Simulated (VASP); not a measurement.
Set up this calculation in VASP 6.6.1, as the native input.

```
Task                   : relaxation of cell and atoms
Functional             : PBE
Potentials or basis    : VASP PAW PBE potentials, release 64 (Hg, Se, Co)
Cutoff                 : 600 eV
k mesh                 : 5 × 5 × 5
Occupations            : fermi-dirac, width 0.0167 eV
Spin                   : no spin polarisation
Dipole correction      : no
Further INCAR settings : ALGO = Normal; EDIFF = 1e-06; IBRION = 2; EDIFFG = -0.01; NSW = 60; ISIF = 3
```

The structure of Co2HgSe2 lies in POSCAR:

```
Co2HgSe2
1.0
    0.0000000000      3.7440530000      0.0000000000
    3.7440530000      0.0000000000      0.0000000000
    1.8720260000      1.8720260000     -6.5668480000
Hg Se Co
1 2 2
Direct
    0.0000000000      0.0000000000      0.0000000000
    0.3537000000      0.3537000000      0.2926000000
    0.6463000000      0.6463000000      0.7074000000
    0.7500000000      0.2500000000      0.5000000000
    0.2500000000      0.7500000000      0.5000000000
```

The input as run:

INCAR

```
SYSTEM = Co2HgSe2
PREC = Accurate
ENCUT = 600
EDIFF = 1E-6
ISMEAR = -1
SIGMA = 0.0167
LREAL = .FALSE.
LASPH = .TRUE.
NELM = 60
ALGO = Normal
ISIF = 3
LWAVE = .FALSE.
LCHARG = .FALSE.
GGA = PE
IBRION = 2
NSW = 60
EDIFFG = -0.01
```

KPOINTS

```
regular mesh
0
G
  5 5 5
  0 0 0
```

Potentials or basis: VASP PAW PBE potentials, release 64 (Hg, Se, Co).

Launch:

```console
$ cat potpaw_PBE.64/Hg/POTCAR potpaw_PBE.64/Se/POTCAR potpaw_PBE.64/Co/POTCAR > POTCAR
$ mpirun -np 1 vasp_std > vasp.out
```

It gave:

```json
{
  "Relaxed volume": "22.87 Å³/atom",
  "Relaxed cell": "a = 3.636 Å, b = 3.636 Å, c = 9.020 Å, α = 78.37°, β = 78.37°, γ = 90.00°",
  "Space group after relaxing (to 0.1 Å)": "I4/mmm (No. 139)",
  "Energy gained by relaxing": "97.4 meV/atom",
  "Ionic steps": "17",
  "Pressure after relaxing": "0.1 GPa",
  "Largest force after relaxing": "0.006 eV/Å",
  "Band gap on the k mesh": "zero (bands 21 and 22 overlap by 1.12 eV)"
}
```

Caveat: the volume moved by over 15 % at a fixed basis, so the end points are rough; spin-orbit coupling is left out, which moves the levels of the heavy elements; the run has no spin polarisation, though such a crystal can be magnetic.

Run time: 8 min on 1 thread of Intel(R) Xeon(R) 6975P-C (Granite Rapids), on a shared host, peak memory 0.27 GiB.
